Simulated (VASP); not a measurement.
# SrVO3: single point with PBE+U

Crystal: SrVO3.

```
Sr V O
1.0
     3.94620    0.00000    0.00000
     0.00000    3.94620    0.00000
     0.00000    0.00000    3.94620
Sr V O
1 1 3
Direct
  0.00000 0.00000 0.00000
  0.50000 0.50000 0.50000
  0.50000 0.50000 0.00000
  0.50000 0.00000 0.50000
  0.00000 0.50000 0.50000
```

| Quantity | Value |
| --- | --- |
| Program | VASP 6.6.1 |
| Task | single point |
| Functional | PBE |
| Potentials or basis | VASP PAW PBE potentials, release 64 (Sr_sv, V_sv, O) |
| Cutoff | 520 eV |
| k mesh | 6 × 6 × 6 |
| Occupations | gaussian, width 0.1 eV |
| Spin | collinear spin, ferromagnetic start |
| Starting moments | [0.0, 1.0, 0.0, 0.0, 0.0] μB |
| Hubbard terms | V d U = 3.25 eV |

The pressure is -5.7 GPa, the band gap on the k mesh is zero (filled and empty bands overlap) and the net moment is 1.00 μB per cell. The site moments are Sr -0.00; V +1.16; O -0.07 μB and the valence electrons inside the program's atomic spheres are Sr 7.97; V 11.32; O 5.02.

Levels at points of the mesh, in eV from the Fermi level:
Spin up:
| k point | band 19 | band 20 | band 21 | band 22 | band 23 | band 24 |
| --- | --- | --- | --- | --- | --- | --- |
| (0.00, 0.00, 0.00) | -1.90 | -1.90 | -1.52 | -1.52 | -1.52 | 1.16 |
| (0.50, 0.00, 0.00) | -2.30 | -2.30 | -1.44 | 0.38 | 0.38 | 1.17 |
| (0.50, 0.50, 0.00) | -3.00 | -1.53 | 0.32 | 0.32 | 0.56 | 2.04 |
| (0.50, 0.50, 0.50) | -1.45 | -1.45 | 0.78 | 0.78 | 0.78 | 5.06 |
Spin down:
```csv
k point,band 18,band 19,band 20,band 21,band 22,band 23
"(0.00, 0.00, 0.00)",-2.01,-2.01,-2.01,0.81,0.81,0.81
"(0.50, 0.00, 0.00)",-3.42,-2.40,-2.40,0.97,1.91,2.35
"(0.50, 0.50, 0.00)",-3.09,-3.09,-1.66,2.36,2.36,2.73
"(0.50, 0.50, 0.50)",-1.58,-1.58,-1.58,2.92,2.92,2.92
```

Eigenvalues of the final occupation matrices:
| site | spin | trace | eigenvalues |
| --- | --- | --- | --- |
| site 2 d | 1 | 1.96 | 0.29 0.29 0.46 0.46 0.46 |
| site 2 d | 2 | 0.82 | 0.10 0.10 0.10 0.26 0.26 |

Wall time 39 s on 1 thread of Intel(R) Xeon(R) 6975P-C (Granite Rapids), on a shared host, peak memory 0.22 GiB.

Caveat: the cell stands under tension. The state reached can hang on the start; a lower one may exist.
